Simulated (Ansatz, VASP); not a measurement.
# One calculation of Al3BAs4, two programs

```xyz
8
Lattice="3.8612 0.0000 0.0000 0.0000 3.8612 0.0000 0.0000 0.0000 11.2552" Properties=species:S:1:pos:R:3 pbc="T T T"
Al    0.0000    0.0000    8.2726
Al    1.9306    1.9306    0.0000
Al    0.0000    0.0000    2.9826
B     1.9306    1.9306    5.6276
As    1.9306    0.0000    9.7625
As    0.0000    1.9306    1.4927
As    1.9306    0.0000    4.4944
As    0.0000    1.9306    6.7609
```

Alike in both runs: functional PBE; k mesh 8 × 8 × 4; occupations gaussian, width 0.02 eV; no spin polarisation.

Ansatz relaxed the structure, and its values are those at the end. VASP's run is a single point on that final structure, the one shown.

|  | VASP | Ansatz |
| --- | --- | --- |
| version | VASP 6.6.1 | Ansatz 0.2.0 |
| potentials or method | VASP PAW PBE potentials, release 64 (Al, B, As), cutoff 520 eV | scalar-relativistic, plane waves, PAW |
| valence electrons in the cell | 32 | 72 |

VASP gave:

```
gap on the k mesh at the Fermi level (eV) : 0.88
least direct gap on the mesh (eV)         : 0.88
pressure (GPa)                            : 0.2
rms of the force components (eV/Å)        : 0.002
```

**Question.** Which values does Ansatz return?

**Answer.** gap on the k mesh at the Fermi level (eV): 0.89; least direct gap on the mesh (eV): 0.89; pressure (GPa): 0.0; rms of the force components (eV/Å): 0.003.

With one functional, cell and mesh, what is left measures potentials, basis and numerics. VASP's potentials hold 32 valence electrons a cell and Ansatz's 72, so a difference there can come from the potentials and not from the codes.
